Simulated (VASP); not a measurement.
# H6C2O in VASP: a series of runs

Runs on H6C2O. Level: PBE. Tasks: single point.

Everything below comes from runs of VASP 6.6.1. Logs are shortened: lines on timing, memory, paths and dates and some standing lists are left out, and cuts for length are marked.

## Step 1: The cell of the first run

The cell holds an amorphous packing of atoms, 36 atoms: a = 7.294 Å, b = 7.294 Å, c = 7.294 Å, α = 90.00°, β = 90.00°, γ = 90.00°.

## Step 2: Single point, PBE

File INCAR:

```
SYSTEM = H6C2O
PREC = Accurate
ENCUT = 520
EDIFF = 1E-6
ISMEAR = -1
SIGMA = 0.05
LREAL = Auto
LASPH = .True.
NELM = 100
ALGO = Normal
ISIF = 2
LWAVE = .False.
LCHARG = .False.
GGA = PE
NBANDS = 64
```

File KPOINTS:

```
Automatic mesh
0
Gamma
  1 1 1
  0 0 0
```

File POSCAR:

```
H6C2O
1.0
    7.2936330000      0.0000000000      0.0000000000
    0.0000000000      7.2936330000      0.0000000000
    0.0000000000      0.0000000000      7.2936330000
C O H
8 4 24
Direct
    0.8743927752      0.7598819409      0.5222637333
    0.8934642036      0.9037471449      0.3681430091
    0.3773702351      0.7240973051      0.0072666119
    0.2607342596      0.8963845590      0.0383896475
    0.4270162757      0.4458546242      0.4458546242
    0.2599390455      0.4198867697      0.5586927667
    0.6083250967      0.2874424858      0.9224895193
    0.8042905367      0.3616441902      0.9635801527
    0.7190655192      0.9441659595      0.2922686129
    0.0820578716      0.8733644810     -0.0465611582
    0.2058507742      0.2244423321      0.5552102772
    0.9083813238      0.2266223157      1.0643529775
    0.7546444961      1.0255794335      0.1928668470
    0.9756591811      1.0196838804      0.4259331392
    0.9823362376      0.8492886878      0.2595140172
    0.9837895600      0.7468294607      0.6217477627
    0.7468843031      0.7685333221      0.5968767554
    0.8682778528      0.6417103795      0.4307866875
    0.0249395603      0.9986929696     -0.0197843791
    0.2315992592      0.9246146605      0.1859429999
    0.3440672159      1.0153650451     -0.0159728355
    0.5230041051      0.7351343288      0.0636308408
    0.3023184742      0.5982752354      0.0654406384
    0.3828133387      0.6913015777     -0.1412053499
    0.1997221412      0.1849421269      0.6819920882
    0.2765288574      0.4618823020      0.7049710343
    0.1519270301      0.4923198082      0.4898244812
    0.4478563701      0.6021827531      0.4315956122
    0.5557587008      0.3806744869      0.4957337448
    0.4190367133      0.4149783791      0.2994392506
    0.9701475246      0.2786128669      1.1695817434
    0.8699916763      0.3930003059      0.8410760454
    0.7874676447      0.4814336011      1.0656280622
    0.5240323992      0.4021589789      0.8906398224
    0.6292200334      0.1986801365      0.7995603837
    0.5572120231      0.2126512261      1.0434854619
```

Potentials or basis: VASP PAW PBE potentials, release 64 (C, O, H).

On the command line:

```sh
$ cat potpaw_PBE.64/C/POTCAR potpaw_PBE.64/O/POTCAR potpaw_PBE.64/H/POTCAR > POTCAR
$ mpirun -np 1 vasp_gam > vasp.out
```

OUTCAR:

```text
SYSTEM = H6C2O
   PREC = Accurate
   ENCUT = 520
   EDIFF = 1E-6
   ISMEAR = -1
   LREAL = Auto
   LASPH = .True.
   NELM = 100
   ISIF = 2
   GGA = PE

 ion  position               nearest neighbor table
   1  0.874  0.760  0.522-  17 1.08  16 1.08  18 1.09   2 1.54
   2  0.893  0.904  0.368-  15 1.10  14 1.12   9 1.42   1 1.54
   3  0.377  0.724  0.007-  24 1.11  22 1.14  23 1.15   4 1.53
   4  0.261  0.896  0.038-  20 1.12  21 1.13  10 1.45   3 1.53
   5  0.427  0.446  0.446-  30 1.09  29 1.11  28 1.15   6 1.48
   6  0.260  0.420  0.559-  27 1.07  26 1.12  11 1.48   5 1.48
   7  0.608  0.287  0.922-  34 1.06  36 1.10  35 1.12   8 1.56
   8  0.804  0.362  0.964-  32 1.04  33 1.15  12 1.44   7 1.56
   9  0.719  0.944  0.292-  13 0.97   2 1.42
  10  0.082  0.873  0.953-  19 1.02   4 1.45
  11  0.206  0.224  0.555-  25 0.97   6 1.48
  12  0.908  0.227  0.064-  31 0.97   8 1.44
  13  0.755  0.026  0.193-   9 0.97
  14  0.976  0.020  0.426-   2 1.12
  15  0.982  0.849  0.260-   2 1.10
  16  0.984  0.747  0.622-   1 1.08
  17  0.747  0.769  0.597-   1 1.08
[... 17 lines left out ...]
  35  0.629  0.199  0.800-   7 1.12
  36  0.557  0.213  0.043-   7 1.10

  LATTYP: Found a simple cubic cell.
 ALAT       =     7.2936330000

  Lattice vectors:

 A1 = (   7.2936330000,   0.0000000000,   0.0000000000)
 A2 = (   0.0000000000,   7.2936330000,   0.0000000000)
 A3 = (   0.0000000000,   0.0000000000,   7.2936330000)

Analysis of symmetry for initial positions (statically):
=====================================================================
 Subroutine PRICEL returns:
 Original cell was already a primitive cell.

 Routine SETGRP: Setting up the symmetry group for a
 simple cubic supercell.

 Subroutine GETGRP returns: Found  1 space group operations
 (whereof  1 operations were pure point group operations)
 out of a pool of 48 trial point group operations.

The static configuration has the point symmetry C_1 .

Analysis of symmetry for dynamics (positions and initial velocities):
=====================================================================
 Subroutine PRICEL returns:
 Original cell was already a primitive cell.

 Routine SETGRP: Setting up the symmetry group for a
 simple cubic supercell.

 Subroutine GETGRP returns: Found  1 space group operations
 (whereof  1 operations were pure point group operations)
 out of a pool of 48 trial point group operations.

The dynamic configuration has the point symmetry C_1 .

[... 145 lines left out ...]
   NSW    =      0    number of steps for IOM
   IBRION =     -1    ionic relax: 0-MD 1-quasi-New 2-CG
   NFREE  =      0    steps in history (QN), initial steepest desc. (CG)
   ISIF   =      2    stress and relaxation
   ISYM   =      2    0-nonsym 1-usesym 2-fastsym
   POTIM  = 0.5000    time-step for ionic-motion
   TEBEG  =    0.0;   TEEND  =   0.0 temperature during run
   PSTRESS=    0.0 pullay stress
   NELECT =      80.0000    total number of electrons
   NUPDOWN=      -1.0000    fix difference up-down
   EMIN   =  10.00;   EMAX   =-10.00  energy-range for DOS
   EFERMI =   0.00;   METHOD = LEGACY
   ISMEAR =    -1;   SIGMA  =   0.05  broadening in eV -4-tet -1-fermi 0-gaus
   EFERMI_NEDOS =   21; number of points for ismear=-14 and -15
   IALGO  =     38    algorithm
   IMIX   =      4    mixing-type and parameters
     AMIX     =   0.40;   BMIX     =  1.00
     AMIX_MAG =   1.60;   BMIX_MAG =  1.00
  volume/ion in A,a.u.               =      10.78        72.73
  Fermi-wavevector in a.u.,A,eV,Ry     =   0.967151  1.827650 12.726630  0.935381
  Thomas-Fermi vector in A             =   2.097013
   LORBIT       =      0    0 simple, 1 ext, 2 COOP (PROOUT), +10 PAW based schemes
   GGA     = PE    functional components
   LHFCALC =     F    Hartree Fock is set to
   AEXX    =    0.0000 exact exchange contribution
   IVDW    =     0    specifies the selected vdW correction
   LEPSILON=     F    determine dielectric tensor
   LRPA    =     F    only Hartree local field effects (RPA)
 non-spin polarized calculation
  energy-cutoff  :      520.00
  volume of cell :      388.00
 maximum number of plane-waves:      5198
 NGX is ok and might be reduce to    54
   NGX = 27   NGY = 27   NGZ = 27

 number of electron      79.9999988 magnetization

 Free energy of the ion-electron system (eV)
  ---------------------------------------------------
  ext. energy  EPLUGINS =         0.00000000
  ---------------------------------------------------
  free energy    TOTEN  =      -186.79031419 eV

  energy without entropy =     -186.79031419  energy(sigma->0) =     -186.79031419

 E-fermi :  -1.3469     XC(G=0):  -6.4982

 val. band max:       -2.5785456199   @ k =   0.0000   0.0000   0.0000
 cond. band min:       1.6690393515   @ k =   0.0000   0.0000   0.0000
 fundamental gap:      4.2475849714
 Fermi energy:        -1.3468531717

 k-point     1 :       0.0000    0.0000    0.0000
  band No.  band energies     occupation
      1     -23.1527      2.00000
      2     -22.1599      2.00000
      3     -22.0381      2.00000
      4     -21.8655      2.00000
      5     -15.8696      2.00000
      6     -15.5831      2.00000
[... 44 lines left out ...]
     51       5.0418      0.00000
     52       5.2885      0.00000
 [bands above 52 left out]

------------------------ aborting loop because EDIFF is reached ----------------------------------------

  FORCE on cell =-STRESS in cart. coord.  units (eV):
  Direction    XX          YY          ZZ          XY          YZ          ZX
  --------------------------------------------------------------------------------------
  -------------------------------------------------------------------------------------
  Total        0.1963291     -0.7612561     -2.3519070     -0.7551367     -2.4028893      0.3956280
  in kB        0.8107064     -3.1434724     -9.7117837     -3.1182035     -9.9223062      1.6336757
  external PRESSURE =      -4.0148499 kB  Pullay stress =       0.0000000 kB

 VOLUME and BASIS-vectors are now :
 -----------------------------------------------------------------------------
  energy-cutoff  :      520.00
  volume of cell :      388.00
      direct lattice vectors                 reciprocal lattice vectors
     7.293633000  0.000000000  0.000000000     0.137105884  0.000000000  0.000000000
     0.000000000  7.293633000  0.000000000     0.000000000  0.137105884  0.000000000
     0.000000000  0.000000000  7.293633000     0.000000000  0.000000000  0.137105884

 POSITION                                       TOTAL-FORCE (eV/Angst)
 -----------------------------------------------------------------------------------
      6.37750      5.54230      3.80920        -0.239567     -0.232974     -1.770267
      6.51660      6.59160      2.68510         1.390167      0.040680      1.651915
      2.75240      5.28130      0.05300        -0.368085     -1.043919      0.430546
      1.90170      6.53790      0.28000         0.549683     -0.106746      0.236215
      3.11450      3.25190      3.25190         1.758156      2.161088     -0.498933
      1.89590      3.06250      4.07490         0.048798     -1.736296      0.243272
[... 28 lines left out ...]
      4.58930      1.44910      5.83170        -0.717175      0.012654      0.527611
      4.06410      1.55100      0.31717        -0.068233      0.088977     -0.326344
 -----------------------------------------------------------------------------------
    total drift:                                0.027563     -0.012383      0.021217

  FREE ENERGIE OF THE ION-ELECTRON SYSTEM (eV)
  ---------------------------------------------------
  free  energy   TOTEN  =      -186.7903141931 eV

  energy  without entropy=     -186.7903141931  energy(sigma->0) =     -186.79031419
```

Run time: 46 s. Hardware: 1 thread of Intel Xeon 6975P-C (Granite Rapids), shared host; peak memory 0.34 GiB.

What came out:

- Free energy: -186.7903 eV
- Pressure: -0.4 GPa
- Largest force: 4.319 eV/Å
- Band gap on the k mesh: 4.25 eV

Forces on the atoms (eV/Å):
```
C   -0.240 -0.233 -1.770
C    1.390  0.041  1.652
C   -0.368 -1.044  0.431
C    0.550 -0.107  0.236
C    1.758  2.161 -0.499
C    0.049 -1.736  0.243
C    2.286 -0.920 -0.195
C   -2.267  0.550  3.636
O    0.078  0.270  0.144
O    0.200  1.994  0.159
O    0.055  0.513  0.189
O    0.238 -1.023 -0.353
H   -0.407  0.356 -0.395
H   -0.787  0.409 -0.271
H   -0.038 -0.282  0.011
H    0.530  0.229 -0.019
H   -0.596  0.284  0.165
H   -0.187 -1.086  0.703
H    0.129 -1.450 -0.490
H    0.650 -0.174 -0.284
H   -0.776 -0.398  0.055
H   -1.311 -0.044 -0.300
H    0.778  1.069 -0.133
H    0.188  0.422  0.179
H   -0.060 -0.243  0.015
H   -0.100  0.131 -0.709
H   -0.843  0.641  0.117
H    0.207 -1.180  0.544
H   -0.490  0.259  0.099
H   -0.593 -0.664 -0.034
H    0.020  0.243  0.036
H    1.158  0.845 -1.633
H    0.358 -0.605 -1.414
H   -0.773  0.670 -0.317
H   -0.717  0.013  0.528
H   -0.068  0.089 -0.326
```

Stress tensor (GPa, compression positive):
```
 0.08 -0.31  0.16
-0.31 -0.31 -0.99
 0.16 -0.99 -0.97
```

Caveat: the k points lie up to 0.86 Å⁻¹ apart.

## Step 3: Single point, PBE

File INCAR:

```
SYSTEM = H6C2O
PREC = Accurate
ENCUT = 520
EDIFF = 1E-6
ISMEAR = -1
SIGMA = 0.05
LREAL = Auto
LASPH = .TRUE.
NELM = 60
ALGO = Normal
ISIF = 2
LWAVE = .FALSE.
LCHARG = .TRUE.
GGA = PE
LELF = .TRUE.
LVHAR = .TRUE.
NBANDS = 64
```

File KPOINTS:

```
Automatic mesh
0
G
  1 1 1
  0 0 0
```

File POSCAR:

```
H6C2O
1.0
    7.2936330000      0.0000000000      0.0000000000
    0.0000000000      7.2936330000      0.0000000000
    0.0000000000      0.0000000000      7.2936330000
C O H
8 4 24
Direct
    0.8164792498      0.7474601478      0.5346032629
    0.8834417635      0.8978378813      0.3914098776
    0.4057785743      0.7360255171      0.0144235390
    0.2586502502      0.8822215212      0.0468627911
    0.4259057180      0.3988547271      0.4069302637
    0.2735125280      0.4073278708      0.5469016607
    0.6641409021      0.2814646693      0.8485894478
    0.7947068354      0.3790703481      0.9800054376
    0.7478440443      0.9347193641      0.2539475183
    0.0893107728      0.8307519723     -0.0345506828
    0.1738228397      0.2440484735      0.5621204138
    0.8825368647      0.2483673089      1.0902248578
    0.7686841386      1.0649699539      0.2088122613
    0.9076409520      1.0259770405      0.4738105139
    1.0248116405      0.8660018951      0.3498393736
    0.9142494557      0.6719559375      0.6103816850
    0.7306920982      0.8050171979      0.6436847042
    0.7349423806      0.6323460476      0.4724394551
   -0.0132170072      0.8518525678      0.0457659441
    0.2504376077      0.9173206275      0.1887673811
    0.3069526531      1.0013528238     -0.0110233131
    0.5362485335      0.7773080987      0.0824966104
    0.3644548608      0.6044450002      0.0844435140
    0.4160478050      0.7024894178     -0.1255478580
    0.2571695066      0.1564378136      0.6184298003
    0.3187574697      0.4649260526      0.6858447635
    0.1822137198      0.5115694744      0.4938828153
    0.4905100106      0.5386067547      0.4140186379
    0.5315183805      0.3115868320      0.4566996996
    0.3923970400      0.3913687459      0.2577042196
    0.9509801220      0.3061163072      1.1902847319
    0.9002783661      0.4684359633      0.9181432628
    0.6957163872      0.4508041466      1.0631601563
    0.5655617715      0.3855965881      0.7691502986
    0.7353674088      0.2214945556      0.7326390017
    0.6042256308      0.1710944326      0.9376122983
```

Potentials or basis: VASP PAW PBE potentials, release 64 (C, O, H).

On the command line:

```sh
$ cat potpaw_PBE.64/C/POTCAR potpaw_PBE.64/O/POTCAR potpaw_PBE.64/H/POTCAR > POTCAR
$ mpirun -np 1 vasp_gam > vasp.out
```

Wall time 41 s (1 thread of Intel Xeon 6975P-C (Granite Rapids), shared host); peak memory 0.34 GiB.

Results (log left out):

| Item | Value |
| --- | --- |
| Free energy | -186.5193 eV |
| Pressure | 0.7 GPa |
| Largest force | 3.050 eV/Å |
| Band gap on the k mesh | 4.66 eV |

Forces on the atoms (eV/Å):
```
C   -1.500  0.339 -1.433
C   -0.318  0.164  2.661
C   -0.572 -0.532  2.642
C    0.090 -2.207  0.037
C    0.504  2.269  0.028
C    0.117  1.258 -0.141
C   -0.300  0.856 -1.015
C   -0.825  0.680 -0.776
O    0.639  0.436 -0.245
O    0.139 -0.388 -0.484
O   -0.350 -0.708  0.363
O    0.818 -1.264  1.055
H    0.068 -1.100  0.148
H   -0.234 -0.427 -0.230
H   -0.147 -0.398 -0.843
H    1.763 -0.231  0.441
H   -0.294  0.334 -0.199
H    0.233  0.814 -0.196
H   -0.356  0.302  0.419
H   -0.368 -0.143  1.223
H    0.753  2.544 -1.505
H   -0.305 -0.035 -0.609
H    0.073  0.669 -0.355
H    0.436 -0.093 -1.601
H   -0.206 -0.294  0.021
H   -0.065 -0.641 -0.970
H   -0.835  0.334  0.041
H   -0.131 -0.427 -0.022
H    0.908 -1.169 -0.243
H   -0.231 -0.736  0.826
H   -0.143  0.047 -0.358
H   -0.427  0.130 -0.138
H    0.046  1.159  0.647
H    1.041 -1.495  1.873
H    0.441 -0.639 -0.141
H   -0.464  0.594 -0.920
```

Stress tensor (GPa, compression positive):
```
 1.48 -0.73 -0.86
-0.73  0.77  0.87
-0.86  0.87 -0.25
```

Levels at points of the mesh, in eV from the valence-band top:
| k point | band 38 | band 39 | band 40 | band 41 | band 42 | band 43 |
| --- | --- | --- | --- | --- | --- | --- |
| (0.00, 0.00, 0.00) | -0.53 | -0.13 | 0.00 | 4.66 | 5.85 | 6.36 |

Caveat: the k points lie up to 0.86 Å⁻¹ apart.

## Step 4: Single point, PBE

File INCAR:

```
SYSTEM = H6C2O
ALGO = Normal
EDIFF = 1E-6
ENCUT = 520
GGA = PE
ISIF = 2
ISMEAR = -1
LASPH = .TRUE.
LCHARG = .FALSE.
LREAL = Auto
LWAVE = .FALSE.
NBANDS = 64
NELM = 80
PREC = Accurate
SIGMA = 0.05
```

File KPOINTS:

```
k-points
0
G
  1 1 1
  0 0 0
```

File POSCAR:

```
H6C2O
1.0
    7.2936330000      0.0000000000      0.0000000000
    0.0000000000      7.2936330000      0.0000000000
    0.0000000000      0.0000000000      7.2936330000
C O H
8 4 24
Direct
    0.8349611229      0.7382877641      0.5652464279
    0.8874452553      0.9259171664      0.4998195001
    0.4309100828      0.7603206797      0.0173301837
    0.2664241538      0.8657276833      0.0955216694
    0.3909711388      0.3948923671      0.4096998026
    0.2627085843      0.4270848286      0.5809176305
    0.7086454720      0.2117737484      0.8502210078
    0.7916356636      0.3384321641      1.0010786120
    0.8454360125      0.9350895500      0.2985343518
    0.1023769636      0.7955706025      0.0146566190
    0.1145656767      0.2974512153      0.6147690732
    0.9239702628      0.2505884242      1.1063210885
    0.9021292955      1.0501625185      0.2497246571
    0.8266662170      1.0424160360      0.5553473831
    1.0386593348      0.9325393806      0.4897970600
    0.8306971299      0.7259482346      0.7184485427
    0.6906023377      0.7234529075      0.5262946463
    0.9116581544      0.6268892334      0.5015470342
    0.0009734518      0.8250209464      0.0979073118
    0.2540983348      0.8529905467      0.2518223771
    0.2704961985      1.0155295722      0.0896261164
    0.5332322040      0.7528484090      0.1349396110
    0.3920679859      0.6199790968     -0.0398703911
    0.4851765917      0.8359482853     -0.1009647730
    0.1678724444      0.1774013033      0.5947379036
    0.3515669077      0.4589482361      0.6942904860
    0.1900835976      0.5632995244      0.5511382325
    0.4749759139      0.5137083262      0.3916018259
    0.4858072788      0.2782838127      0.4243838427
    0.3064316507      0.3847465317      0.2906918952
    1.0154061769      0.3248312604      1.1670315740
    0.8606136338      0.4579747843      0.9411496301
    0.6693920574      0.3698842538      1.0861802342
    0.7329269241      0.2531111724      0.7025579708
    0.7738667410      0.0715966926      0.8485620266
    0.5725815927      0.1709847479      0.8574327773
```

On the command line:

```sh
$ cat potpaw_PBE.64/C/POTCAR potpaw_PBE.64/O/POTCAR potpaw_PBE.64/H/POTCAR > POTCAR
$ mpirun -np 1 vasp_gam > vasp.out
```

Run time: 46 s. Hardware: 1 thread of Intel Xeon 6975P-C (Granite Rapids), shared host; peak memory 0.34 GiB.

The run converged. Its results:

```
Free energy            : -186.5566 eV
Pressure               : -0.2 GPa
Largest force          : 4.298 eV/Å
Band gap on the k mesh : 4.35 eV
```

Forces in eV/Å, atoms in the order of the input:
```
C   -1.418  0.360  0.991
C    2.156 -1.736 -3.288
C    0.106 -0.030  0.663
C   -0.739 -0.891  1.495
C   -0.884 -0.689  1.732
C   -0.616  1.597 -1.943
C    3.232 -0.892 -1.524
C   -1.549  0.291 -0.993
O    0.017  0.045  0.273
O   -0.214 -0.003 -0.128
O    1.223  0.615 -0.327
O    1.075 -2.092  0.914
H   -0.685 -0.284  0.100
H   -0.725  1.229  1.315
H    0.031  0.397  0.988
H    0.497  0.042 -0.664
H   -0.273 -0.311 -0.147
H    0.204  0.024  0.043
H   -0.096  0.095  0.058
H    0.321 -0.560 -0.836
H    0.405  0.421 -0.854
H   -0.323 -0.160 -1.345
H    0.141  1.060  0.926
H    0.366  0.000  0.117
H   -0.065 -0.376  0.152
H    0.189 -0.419  1.107
H    0.456 -1.097  0.330
H    0.529  0.876  0.001
H   -0.302 -0.135 -0.052
H   -0.410 -0.364 -1.024
H   -0.259  0.700 -0.281
H   -0.582  0.330 -0.144
H    0.448  0.648  0.099
H   -0.043  0.357  1.124
H    0.214  0.788  0.439
H   -2.423  0.164  0.685
```

Stress tensor (GPa, compression positive):
```
 0.71 -0.25  0.64
-0.25  0.29 -0.40
 0.64 -0.40 -1.61
```

Levels at points of the mesh, in eV from the valence-band top:
| k point | band 38 | band 39 | band 40 | band 41 | band 42 | band 43 |
| --- | --- | --- | --- | --- | --- | --- |
| (0.00, 0.00, 0.00) | -0.71 | -0.25 | 0.00 | 4.35 | 5.60 | 5.96 |

Caveat: the k points lie up to 0.86 Å⁻¹ apart.
